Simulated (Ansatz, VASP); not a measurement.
**HfB in VASP and in Ansatz**

Contents of INCAR:

```
SYSTEM = HfB
ALGO = Normal ; EDIFF = 1E-6
ENCUT = 520 ; GGA = PS
ISIF = 2 ; ISMEAR = 0
LASPH = .True. ; LCHARG = .False.
LREAL = .False. ; LWAVE = .False.
NBANDS = 14 ; NELM = 60
PREC = Accurate ; SIGMA = 0.1
```

Contents of KPOINTS:

```
k-points
0
Gamma
  16 16 16
  0 0 0
```

File POSCAR:

```
HfB
1.0
    0.0000000000      2.3198600604      2.3198600604
    2.3198600604      0.0000000000      2.3198600604
    2.3198600604      2.3198600604      0.0000000000
Hf B
1 1
Direct
    0.5000000000      0.5000000000      0.5000000000
    0.0000000000      0.0000000000      0.0000000000
```

Input for Ansatz:

```yaml
crystal:
  lattice:
    - [0.0, 2.3198600604, 2.3198600604]
    - [2.3198600604, 0.0, 2.3198600604]
    - [2.3198600604, 2.3198600604, 0.0]
  atoms:
    - { symbol: Hf, position: [0.5, 0.5, 0.5] }
    - { symbol: B, position: [0.0, 0.0, 0.0] }
basis:
  ecutwfc: 420
kpoints:
  mp_grid: { grid: [16, 16, 16] }
hamiltonian:
  xc: pbesol
scf:
  occupations: { method: gaussian, width: 0.1 }
output:
  forces: true
  stress: true
  eigenvalues: true
```

Alike in both runs: task single point; functional PBEsol; k mesh 16 × 16 × 16; occupations gaussian, width 0.1 eV; no spin polarisation.

|  | VASP | Ansatz |
| --- | --- | --- |
| version | VASP 6.6.1 | Ansatz 0.2.0 |
| potentials or method | VASP PAW PBE potentials, release 64 (Hf_pv, B), cutoff 520 eV | scalar-relativistic, plane waves, PAW |
| valence electrons in the cell | 13 | 29 |

|  | VASP | Ansatz | Ansatz less VASP |
| --- | --- | --- | --- |
| gap on the k mesh at the Fermi level (eV) | none | none | - |
| pressure (GPa) | 21.2 | 20.2 | -0.97 |

VASP's potentials were made for PBE, not for PBEsol. A gap of «none» marks a metal or a gap that the smearing closes. The functional is the same, so the differences come from potentials, cutoffs and numerics. VASP's potentials hold 13 valence electrons a cell and Ansatz's 29, so a difference there can come from the potentials and not from the codes.

Neither program's run includes spin-orbit coupling.
